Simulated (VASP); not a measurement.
Wanted: the native input for a VASP 6.6.1 run.

| Quantity | Value |
| --- | --- |
| Task | single point |
| Functional | PBEsol |
| Potentials or basis | VASP PAW PBE potentials, release 64 (Ta_sv_GW, As_d) |
| Cutoff | 510 eV |
| k mesh | 11 × 11 × 11 |
| Occupations | fermi-dirac, width 0.05 eV |
| Spin | no spin polarisation |
| Dipole correction | no |
| Further INCAR settings | ALGO = Normal; EDIFF = 1e-06; NBANDS = 36 |

The structure of TaAs lies in POSCAR:

```
TaAs
1.0
   -1.7218133622      1.7218133622      5.8679415361
    1.7218133622     -1.7218133622      5.8679415361
    1.7218133622      1.7218133622     -5.8679415361
Ta As
2 2
Direct
    0.4999673000      0.4999673000      0.0000000000
    0.2499673000      0.7499673000      0.5000000000
    0.0826321200      0.0826321200      0.0000000000
    0.8326321200      0.3326321200      0.5000000000
```

One way to write it, as run:

INCAR

```
SYSTEM = TaAs
  ALGO = Normal
  EDIFF = 1E-6
  ENCUT = 510
  GGA = PS
  GGA_COMPAT = .FALSE.
  ISIF = 2
  ISMEAR = -1
  LASPH = .TRUE.
  LCHARG = .FALSE.
  LREAL = .FALSE.
  LWAVE = .FALSE.
  NBANDS = 36
  NELM = 120
  PREC = Accurate
  SIGMA = 0.05
```

KPOINTS

```
k-points
0
G
  11 11 11
  0 0 0
```

Potentials or basis: VASP PAW PBE potentials, release 64 (Ta_sv_GW, As_d).

The run is started by

```sh
$ cat potpaw_PBE.64/Ta_sv_GW/POTCAR potpaw_PBE.64/As_d/POTCAR > POTCAR
$ mpirun -np 1 vasp_std > vasp.out
```

Results of the run:

```json
{"Pressure": "-4.1 GPa", "Largest force": "0.023 eV/Å", "Band gap on the k mesh": "0.01 eV (least direct gap 0.04 eV)"}
```

Caveat: the cell stands under tension; the smearing spreads over this small gap; the PAW data sets were made with another functional, which shifts forces and pressure a little; spin-orbit coupling is left out, which moves the levels of the heavy elements.

Run time: 9.2 min on 1 thread of Intel(R) Xeon(R) 6975P-C (Granite Rapids), on a shared host, peak memory 0.51 GiB.
